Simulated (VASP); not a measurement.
# Ti in VASP: a series of runs

Runs on Ti. Level: r2SCAN. Tasks: single point.

All numbers are computed with VASP 6.6.1; they aren't measurements. Logs are shortened: lines on timing, memory, paths and dates and some standing lists are left out, and cuts for length are marked.

### 1 The cell of the first run

It takes space group Im-3m (No. 229, cubic). The conventional cell has a = 3.118 Å, b = 3.118 Å, c = 3.118 Å, α = 90.00°, β = 90.00°, γ = 90.00°. Within 3.6 Å of Ti (site symmetry m-3m) lie 14 Ti at 2.70 to 3.12 Å.

This isn't the form of Ti at room conditions, which is hcp.

### 2 Single point, r2SCAN (strain -0.050 along x and y, -0.050 along z)

Contents of POSCAR:

```
Ti
1.0
   -1.5589500000      1.5589500000      1.5589500000
    1.5589500000     -1.5589500000      1.5589500000
    1.5589500000      1.5589500000     -1.5589500000
Ti
1
Direct
    0.0000000000      0.0000000000      0.0000000000
```

Contents of INCAR.step1:

```
SYSTEM = Ti
  PREC = Accurate
  ENCUT = 520
  ISMEAR = 0
  SIGMA = 0.15
  LREAL = .False.
  LASPH = .True.
  NELM = 80
  NBANDS = 12
  GGA = PE
  ALGO = Normal
  EDIFF = 1E-4
  LWAVE = .True.
  LCHARG = .False.
```

Contents of INCAR.step2:

```
SYSTEM = Ti
  PREC = Accurate
  ENCUT = 520
  EDIFF = 1E-6
  ISMEAR = 0
  SIGMA = 0.15
  LREAL = .False.
  LASPH = .True.
  NELM = 80
  ALGO = Normal
  ISIF = 2
  LWAVE = .False.
  LCHARG = .False.
  METAGGA = R2SCAN
  LMIXTAU = .True.
  NBANDS = 12
  ISTART = 1
```

Contents of KPOINTS:

```
Automatic mesh
0
Gamma
  20 20 20
  0 0 0
```

Potentials or basis: VASP PAW PBE potentials, release 64 (Ti_sv).

Command:

```console
> cat potpaw_PBE.64/Ti_sv/POTCAR > POTCAR
> cp INCAR.step1 INCAR
> mpirun -np 1 vasp_std > vasp.out
> cp INCAR.step2 INCAR
> mpirun -np 1 vasp_std > vasp.out
```

OUTCAR:

```text
SYSTEM = Ti
   PREC = Accurate
   ENCUT = 520
   EDIFF = 1E-6
   ISMEAR = 0
   LREAL = .False.
   LASPH = .True.
   NELM = 80
   ISIF = 2
   METAGGA = R2SCAN
   ISTART = 1

 ion  position               nearest neighbor table
   1  0.000  0.000  0.000-

  LATTYP: Found a body centered cubic cell.
 ALAT       =     3.1179000000

  Lattice vectors:

 A1 = (  -1.5589500000,   1.5589500000,   1.5589500000)
 A2 = (   1.5589500000,  -1.5589500000,   1.5589500000)
 A3 = (   1.5589500000,   1.5589500000,  -1.5589500000)

Analysis of symmetry for initial positions (statically):
=====================================================================
 Subroutine PRICEL returns:
 Original cell was already a primitive cell.

 Routine SETGRP: Setting up the symmetry group for a
 body centered cubic supercell.

 Subroutine GETGRP returns: Found 48 space group operations
 (whereof 48 operations were pure point group operations)
 out of a pool of 48 trial point group operations.

The static configuration has the point symmetry O_h .

Analysis of symmetry for dynamics (positions and initial velocities):
=====================================================================
 Subroutine PRICEL returns:
 Original cell was already a primitive cell.

 Routine SETGRP: Setting up the symmetry group for a
 body centered cubic supercell.

 Subroutine GETGRP returns: Found 48 space group operations
 (whereof 48 operations were pure point group operations)
 out of a pool of 48 trial point group operations.

The dynamic configuration has the point symmetry O_h .

 Subroutine INISYM returns: Found 48 space group operations
 (whereof 48 operations are pure point group operations),
 and found     1 'primitive' translations

----------------------------------------------------------------------------------------

                                     Primitive cell

  volume of cell :      15.1550

  direct lattice vectors                    reciprocal lattice vectors
    -1.558950000  1.558950000  1.558950000     0.000000000  0.320728696  0.320728696
     1.558950000 -1.558950000  1.558950000     0.320728696  0.000000000  0.320728696
     1.558950000  1.558950000 -1.558950000     0.320728696  0.320728696  0.000000000

  length of vectors
     2.700180606  2.700180606  2.700180606     0.453578871  0.453578871  0.453578871

  position of ions in fractional coordinates (direct lattice)
     0.000000000  0.000000000  0.000000000
[... 70 lines left out ...]
   ISPIN  =      1    spin polarized calculation?
   LNONCOLLINEAR =      F non collinear calculations
   LSORBIT =      F    spin-orbit coupling
   LASPH  =      T    aspherical Exc in radial PAW
   ENCUT  =  520.0 eV  38.22 Ry    6.18 a.u.   5.02  5.02  5.02*2*pi/ulx,y,z
   NELM   =     80;   NELMIN=  2; NELMDL=  0     # of ELM steps
   EDIFF  = 0.1E-05   stopping-criterion for ELM
   LREAL  =      F    real-space projection
[... 7 lines left out ...]
   TEBEG  =    0.0;   TEEND  =   0.0 temperature during run
   PSTRESS=    0.0 pullay stress
   NELECT =      12.0000    total number of electrons
   NUPDOWN=      -1.0000    fix difference up-down
   EMIN   =  10.00;   EMAX   =-10.00  energy-range for DOS
   EFERMI =   0.00;   METHOD = LEGACY
   ISMEAR =     0;   SIGMA  =   0.15  broadening in eV -4-tet -1-fermi 0-gaus
   EFERMI_NEDOS =   21; number of points for ismear=-14 and -15
   IALGO  =     38    algorithm
   IMIX   =      4    mixing-type and parameters
     AMIX     =   0.40;   BMIX     =  1.00
     AMIX_MAG =   1.60;   BMIX_MAG =  1.00
  volume/ion in A,a.u.               =      15.16       102.27
  Fermi-wavevector in a.u.,A,eV,Ry     =   1.514548  2.862081 31.209804  2.293856
  Thomas-Fermi vector in A             =   2.624191
   LORBIT       =      0    0 simple, 1 ext, 2 COOP (PROOUT), +10 PAW based schemes
   METAGGA = R2SCAN    functional components
   LHFCALC =     F    Hartree Fock is set to
   AEXX    =    0.0000 exact exchange contribution
   IVDW    =     0    specifies the selected vdW correction
   LEPSILON=     F    determine dielectric tensor
   LRPA    =     F    only Hartree local field effects (RPA)
 non-spin polarized calculation
 Gauss-broadening in eV      SIGMA  =   0.15
  energy-cutoff  :      520.00
  volume of cell :       15.16
 maximum number of plane-waves:       420
   NGX =  9   NGY =  9   NGZ =  9

 number of electron      11.9999993 magnetization

 Free energy of the ion-electron system (eV)
  ---------------------------------------------------
  ext. energy  EPLUGINS =         0.00000000
  ---------------------------------------------------
  free energy    TOTEN  =       -12.71627748 eV

  energy without entropy =      -12.69586207  energy(sigma->0) =      -12.70606978

 E-fermi :   9.6336     XC(G=0): -13.1178

 val. band max:        9.6275912869   @ k =  -0.4000  -0.4500   0.1000
 cond. band min:       9.6367657509   @ k =   0.3000   0.1500   0.1000
 fundamental gap:      0.0091744640
 Fermi energy:         9.6336082286

 k-point     1 :       0.0000    0.0000    0.0000
  band No.  band energies     occupation
      1     -48.9911      2.00000
      2     -23.5971      2.00000
      3     -23.5971      2.00000
      4     -23.5971      2.00000
      5       3.0584      2.00000
      6      10.9072      0.00000
      7      10.9072      0.00000
      8      10.9072      0.00000
      9      13.0063      0.00000
     10      13.0063      0.00000
     11      28.7260      0.00000
     12      28.7260      0.00000
[... 331 lines left out ...]
 k-point    24 :       0.2500    0.1000   -0.0000
  band No.  band energies     occupation
      1     -48.8281      2.00000
      2     -24.3217      2.00000
      3     -23.8227      2.00000
      4     -23.6401      2.00000
      5       6.1066      2.00000
      6       9.6234      1.07638
      7       9.8402      0.05142
      8      12.6050      0.00000
      9      13.3694      0.00000
     10      13.5909      0.00000
     11      24.2787      0.00000
     12      26.0328      0.00000

 [... further k-points ...]
[... 5 lines left out ...]
  --------------------------------------------------------------------------------------
  -------------------------------------------------------------------------------------
  Total        1.6872535      1.6872535      1.6872535      0.0000000      0.0000000     -0.0000000
  in kB      178.3751615    178.3751615    178.3751615      0.0000000      0.0000000     -0.0000000
  external PRESSURE =     178.3751615 kB  Pullay stress =       0.0000000 kB

 VOLUME and BASIS-vectors are now :
 -----------------------------------------------------------------------------
  energy-cutoff  :      520.00
  volume of cell :       15.16
      direct lattice vectors                 reciprocal lattice vectors
    -1.558950000  1.558950000  1.558950000     0.000000000  0.320728696  0.320728696
     1.558950000 -1.558950000  1.558950000     0.320728696  0.000000000  0.320728696
     1.558950000  1.558950000 -1.558950000     0.320728696  0.320728696  0.000000000

 POSITION                                       TOTAL-FORCE (eV/Angst)
 -----------------------------------------------------------------------------------
      0.00000      0.00000      0.00000        -0.000000     -0.000000      0.000000
 -----------------------------------------------------------------------------------
    total drift:                                0.000000     -0.000000     -0.000000

  FREE ENERGIE OF THE ION-ELECTRON SYSTEM (eV)
  ---------------------------------------------------
  free  energy   TOTEN  =       -12.7162774836 eV

  energy  without entropy=      -12.6958620731  energy(sigma->0) =      -12.70606978
```

OSZICAR.step1:

```text
N       E                     dE             d eps       ncg     rms          rms(c)
DAV:   1     0.854633341087E+02    0.85463E+02   -0.65100E+03  6176   0.123E+03
DAV:   2    -0.433427383253E+01   -0.89798E+02   -0.87389E+02  6236   0.299E+02
DAV:   3    -0.832674392827E+01   -0.39925E+01   -0.39487E+01  8248   0.642E+01
DAV:   4    -0.841010314766E+01   -0.83359E-01   -0.83287E-01  6888   0.829E+00
DAV:   5    -0.841209005857E+01   -0.19869E-02   -0.19869E-02  7108   0.113E+00    0.955E+00
DAV:   6    -0.762337889955E+01    0.78871E+00   -0.17202E+00  6704   0.196E+01    0.278E+00
DAV:   7    -0.762222808212E+01    0.11508E-02   -0.91583E-02  7456   0.371E+00    0.143E+00
DAV:   8    -0.763813769518E+01   -0.15910E-01   -0.44380E-02  6400   0.235E+00    0.113E-01
DAV:   9    -0.763852560980E+01   -0.38791E-03   -0.44157E-03  7432   0.613E-01    0.107E-01
DAV:  10    -0.763862206166E+01   -0.96452E-04   -0.28390E-04  6444   0.183E-01
   1 F= -.76386221E+01 E0= -.76281613E+01  d E =-.209215E-01
```

Run time: 2.2 min. Hardware: 1 thread of Intel Xeon 6975P-C (Granite Rapids), shared host; peak memory 0.16 GiB.

Results:

| Quantity | Value |
| --- | --- |
| Free energy | -12.7163 eV |
| Pressure | 17.8 GPa |
| Band gap on the k mesh | zero (bands 6 and 7 overlap by 2.08 eV) |

Caveat: the cell differs from its parent crystal (strain -0.050 along x and y, -0.050 along z); the cell stands under pressure; the PAW data sets were made with another functional, which shifts forces and pressure a little.

### 3 Single point, r2SCAN (strain -0.025 along x and y, -0.025 along z)

Contents of POSCAR:

```
Ti
1.0
   -1.5999750000      1.5999750000      1.5999750000
    1.5999750000     -1.5999750000      1.5999750000
    1.5999750000      1.5999750000     -1.5999750000
Ti
1
Direct
    0.0000000000      0.0000000000      0.0000000000
```

Contents of INCAR.step1:

```
SYSTEM = Ti
  PREC = Accurate
  ENCUT = 520
  ISMEAR = 0
  SIGMA = 0.15
  LREAL = .FALSE.
  LASPH = .TRUE.
  NELM = 100
  NBANDS = 12
  GGA = PE
  ALGO = Normal
  EDIFF = 1E-4
  LWAVE = .TRUE.
  LCHARG = .FALSE.
```

Contents of INCAR.step2:

```
SYSTEM = Ti
  PREC = Accurate
  ENCUT = 520
  EDIFF = 1E-6
  ISMEAR = 0
  SIGMA = 0.15
  LREAL = .FALSE.
  LASPH = .TRUE.
  NELM = 100
  ALGO = Normal
  ISIF = 2
  LWAVE = .FALSE.
  LCHARG = .TRUE.
  METAGGA = R2SCAN
  LMIXTAU = .TRUE.
  LELF = .TRUE.
  LVHAR = .TRUE.
  NBANDS = 12
  ISTART = 1
```

Contents of KPOINTS:

```
Automatic mesh
0
G
  20 20 20
  0 0 0
```

Potentials or basis: VASP PAW PBE potentials, release 64 (Ti_sv).

Command:

```console
> cat potpaw_PBE.64/Ti_sv/POTCAR > POTCAR
> cp INCAR.step1 INCAR
> mpirun -np 1 vasp_std > vasp.out
> cp INCAR.step2 INCAR
> mpirun -np 1 vasp_std > vasp.out
```

Wall time 2.5 min (1 thread of Intel Xeon 6975P-C (Granite Rapids), shared host); peak memory 0.18 GiB.

Results (log left out):

* Free energy: -12.8081 eV
* Pressure: 6.3 GPa
* Band gap on the k mesh: zero (bands 6 and 7 overlap by 1.96 eV)

Levels at points of the mesh, in eV from the Fermi level:
```
           k point  band 4  band 5  band 6  band 7  band 8  band 9
(0.00, 0.00, 0.00)  -33.51   -6.45    1.20    1.20    1.20    3.11
(0.50, 0.00, 0.00)  -33.52   -2.73   -0.39    1.16    3.14    3.52
(0.50, 0.50, 0.50)  -34.07   -2.49   -2.49    4.43    4.43    4.43
```

Caveat: the cell differs from its parent crystal (strain -0.025 along x and y, -0.025 along z); the cell stands under pressure; the PAW data sets were made with another functional, which shifts forces and pressure a little.

### 4 Single point, r2SCAN (strain +0.025 along x and y, +0.025 along z)

Contents of POSCAR:

```
Ti
1.0
   -1.6820250000      1.6820250000      1.6820250000
    1.6820250000     -1.6820250000      1.6820250000
    1.6820250000      1.6820250000     -1.6820250000
Ti
1
Direct
    0.0000000000      0.0000000000      0.0000000000
```

Contents of INCAR.step1:

```
  ALGO = Normal
  EDIFF = 1E-4
  ENCUT = 520
  GGA = PE
  ISMEAR = 0
  LASPH = True
  LCHARG = False
  LREAL = False
  LWAVE = True
  NBANDS = 12
  NELM = 80
  PREC = Accurate
  SIGMA = 0.15
```

Contents of INCAR.step2:

```
  ALGO = Normal
  EDIFF = 1E-7
  ENCUT = 520
  ISIF = 2
  ISMEAR = 0
  ISTART = 1
  LASPH = True
  LCHARG = False
  LMIXTAU = True
  LREAL = False
  LWAVE = False
  METAGGA = R2SCAN
  NBANDS = 12
  NELM = 80
  PREC = Accurate
  SIGMA = 0.15
```

Contents of KPOINTS:

```
k-points
0
Gamma
  20 20 20
```

Potentials or basis: VASP PAW PBE potentials, release 64 (Ti_sv).

Command:

```console
> cat potpaw_PBE.64/Ti_sv/POTCAR > POTCAR
> cp INCAR.step1 INCAR
> mpirun -np 1 vasp_std > vasp.out
> cp INCAR.step2 INCAR
> mpirun -np 1 vasp_std > vasp.out
```

OUTCAR:

```text
EDIFF = 1E-7
   ENCUT = 520
   ISIF = 2
   ISMEAR = 0
   ISTART = 1
   LASPH = True
   LREAL = False
   METAGGA = R2SCAN
   NELM = 80
   PREC = Accurate

 ion  position               nearest neighbor table
   1  0.000  0.000  0.000-

  LATTYP: Found a body centered cubic cell.
 ALAT       =     3.3640500000

  Lattice vectors:

 A1 = (  -1.6820250000,   1.6820250000,   1.6820250000)
 A2 = (   1.6820250000,  -1.6820250000,   1.6820250000)
 A3 = (   1.6820250000,   1.6820250000,  -1.6820250000)

Analysis of symmetry for initial positions (statically):
[... 530 lines left out ...]
      5       3.7405      2.00000
      6       7.2801      0.41529
      7       7.3906      0.06340
      8       9.5206      0.00000
      9      10.0569      0.00000
     10      10.1983      0.00000
     11      19.0892      0.00000
     12      21.3922      0.00000

 [... further k-points ...]
[... 5 lines left out ...]
  --------------------------------------------------------------------------------------
  -------------------------------------------------------------------------------------
  Total       -1.0804224     -1.0804224     -1.0804224      0.0000000      0.0000000     -0.0000000
  in kB      -90.9383020    -90.9383020    -90.9383020      0.0000000      0.0000000     -0.0000000
  external PRESSURE =     -90.9383020 kB  Pullay stress =       0.0000000 kB

 VOLUME and BASIS-vectors are now :
 -----------------------------------------------------------------------------
  energy-cutoff  :      520.00
  volume of cell :       19.04
      direct lattice vectors                 reciprocal lattice vectors
    -1.682025000  1.682025000  1.682025000     0.000000000  0.297260742  0.297260742
     1.682025000 -1.682025000  1.682025000     0.297260742  0.000000000  0.297260742
     1.682025000  1.682025000 -1.682025000     0.297260742  0.297260742  0.000000000

 POSITION                                       TOTAL-FORCE (eV/Angst)
 -----------------------------------------------------------------------------------
      0.00000      0.00000      0.00000         0.000000     -0.000000      0.000000
 -----------------------------------------------------------------------------------
    total drift:                                0.000000      0.000000      0.000000

  FREE ENERGIE OF THE ION-ELECTRON SYSTEM (eV)
  ---------------------------------------------------
  free  energy   TOTEN  =       -12.7734954579 eV

  energy  without entropy=      -12.7446941279  energy(sigma->0) =      -12.75909479
```

OSZICAR.step1:

```text
N       E                     dE             d eps       ncg     rms          rms(c)
DAV:   1     0.861806554214E+02    0.86181E+02   -0.65113E+03  6160   0.118E+03
DAV:   2    -0.437163197336E+01   -0.90552E+02   -0.88179E+02  6272   0.294E+02
DAV:   3    -0.880178001331E+01   -0.44301E+01   -0.43687E+01  8592   0.656E+01
DAV:   4    -0.889806275416E+01   -0.96283E-01   -0.96172E-01  6944   0.859E+00
DAV:   5    -0.890030853717E+01   -0.22458E-02   -0.22457E-02  7308   0.119E+00    0.776E+00
DAV:   6    -0.767908557261E+01    0.12212E+01   -0.32463E+00  6592   0.239E+01    0.186E+00
DAV:   7    -0.767787654440E+01    0.12090E-02   -0.63590E-02  7048   0.246E+00    0.117E+00
DAV:   8    -0.768369752917E+01   -0.58210E-02   -0.30394E-02  6624   0.201E+00    0.911E-02
DAV:   9    -0.768410686663E+01   -0.40934E-03   -0.14467E-03  7244   0.365E-01    0.591E-02
DAV:  10    -0.768413587894E+01   -0.29012E-04   -0.20643E-04  6608   0.135E-01
   1 F= -.76841359E+01 E0= -.76690824E+01  d E =-.301070E-01
```

Wall time 2.6 min (1 thread of Intel Xeon 6975P-C (Granite Rapids), shared host); peak memory 0.19 GiB.

What came out:

* Free energy: -12.7735 eV
* Pressure: -9.1 GPa
* Band gap on the k mesh: zero (bands 6 and 7 overlap by 1.69 eV)

Levels at points of the mesh, in eV from the Fermi level:
```
           k point  band 4  band 5  band 6  band 7  band 8  band 9
(0.00, 0.00, 0.00)  -34.02   -6.14    1.04    1.04    1.04    2.63
(0.50, 0.00, 0.00)  -34.02   -2.36   -0.26    0.71    2.62    2.93
(0.50, 0.50, 0.50)  -34.37   -1.96   -1.96    3.67    3.67    3.67
```

Caveat: the cell differs from its parent crystal (strain +0.025 along x and y, +0.025 along z); the cell stands under tension; the PAW data sets were made with another functional, which shifts forces and pressure a little.

(Part 1 of 2 ends here.)
